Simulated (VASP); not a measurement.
# Ga4AsN3: single point with r2SCAN

Ga4AsN3:

```
CELL_PARAMETERS angstrom
3.37209 0.00000 0.00000
0.00000 6.85286 0.00000
0.00000 0.00000 4.72910
ATOMIC_POSITIONS crystal
N 0.00000 0.22605 0.00224
N 0.50000 0.00000 0.50417
N 0.00000 0.77395 0.00224
Ga 0.50000 0.21434 0.77575
Ga 0.00000 0.00000 0.27232
Ga 0.50000 0.78566 0.77575
Ga 0.00000 0.50000 0.16507
As 0.50000 0.50000 0.50244
```

- Program: VASP 6.6.1
- Task: single point
- Functional: r2SCAN
- Potentials or basis: VASP PAW PBE potentials, release 64 (N, Ga_d, As)
- Cutoff: 520 eV
- k mesh: 8 × 4 × 6
- Occupations: fermi-dirac, width 0.02 eV
- Spin: no spin polarisation

```json
{
 "Pressure": "0.7 GPa",
 "Largest force": "0.037 eV/Å",
 "Band gap on the k mesh": "zero (band 36 reaches 6.61 eV, above the bottom of band 37 at 6.50 eV)"
}
```

Forces in eV/Å, atoms in the order of the input:
```
N    0.000 -0.001  0.005
N    0.000  0.000 -0.034
N    0.000  0.001  0.005
Ga   0.000  0.037 -0.006
Ga   0.000  0.000  0.012
Ga   0.000 -0.037 -0.006
Ga   0.000  0.000  0.019
As   0.000  0.000  0.005
```

Levels at points of the mesh, in eV from the Fermi level:
```csv
k point,band 34,band 35,band 36,band 37,band 38,band 39
"(0.00, 0.00, 0.00)",-1.95,-1.73,-0.87,-0.01,1.08,2.86
"(0.50, 0.00, 0.00)",-3.74,-3.71,-1.98,0.70,1.55,2.73
"(0.00, 0.50, 0.00)",-2.81,-2.65,0.03,1.12,1.33,2.39
"(0.50, 0.50, 0.00)",-3.91,-3.53,-3.46,2.00,2.48,2.75
"(0.00, 0.00, 0.50)",-2.81,-2.22,-0.12,1.30,1.97,2.25
"(0.50, 0.00, 0.50)",-2.96,-2.88,-2.01,0.54,2.80,3.96
"(0.00, 0.50, 0.50)",-2.87,-2.73,-0.17,1.57,2.37,3.21
"(0.50, 0.50, 0.50)",-3.78,-3.41,-3.39,2.09,3.67,3.91
```

It took 15 min on 1 thread of Intel(R) Xeon(R) Platinum 8488C (Sapphire Rapids), on a shared host, peak memory 0.4 GiB.

Caveat: the PAW data sets were made with another functional, which shifts forces and pressure a little.
